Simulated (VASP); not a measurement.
Wanted: the native input for a VASP 6.6.1 run.

- Task: electric field gradients
- Functional: LDA
- Potentials or basis: VASP PAW LDA potentials, release 64 (Ta_pv, N)
- Cutoff: 520 eV
- k mesh: 12 × 12 × 10
- Occupations: fermi-dirac, width 0.02 eV
- Spin: no spin polarisation
- Dipole correction: no
- Further INCAR settings: ALGO = Normal; EDIFF = 1e-08; NBANDS = 15

The structure of TaN lies in POSCAR:

```
TaN
1.0
    2.8982913036      0.0000000000      0.0000000000
   -1.4491456518      2.5099938965      0.0000000000
    0.0000000000      0.0000000000      2.8440357641
Ta N
1 1
Direct
    0.3333333333      0.6666666667      0.5000000000
    0.0000000000      0.0000000000      0.0000000000
```

This cell differs from its parent crystal: volume scaled by 0.96.

One way to write it, as run:

INCAR

```
SYSTEM = TaN
  PREC = Accurate
  ENCUT = 520
  EDIFF = 1E-8
  ISMEAR = -1
  SIGMA = 0.02
  LREAL = .FALSE.
  LASPH = .TRUE.
  NELM = 100
  ALGO = Normal
  ISIF = 2
  LWAVE = .FALSE.
  LCHARG = .FALSE.
  LEFG = .TRUE.
  NBANDS = 15
```

KPOINTS

```
regular mesh
0
G
  12 12 10
  0 0 0
```

Potentials or basis: VASP PAW LDA potentials, release 64 (Ta_pv, N).

Launch:

```sh
$ cat potpaw_LDA.64/Ta_pv/POTCAR potpaw_LDA.64/N/POTCAR > POTCAR
$ mpirun -np 1 vasp_std > vasp.out
```

Results of the run:

- Pressure: 5.3 GPa
- Band gap on the k mesh: zero (band 8 reaches 8.94 eV, above the bottom of band 9 at 8.42 eV)

Caveat: without QUAD_EFG the Cq values of the log hold for a quadrupole moment of 1 mb, not for the nuclei; spin-orbit coupling is left out, which moves the levels of the heavy elements.

Run time: 24 s on 1 thread of Intel Xeon 6975P-C (shared host), peak memory 0.16 GiB.
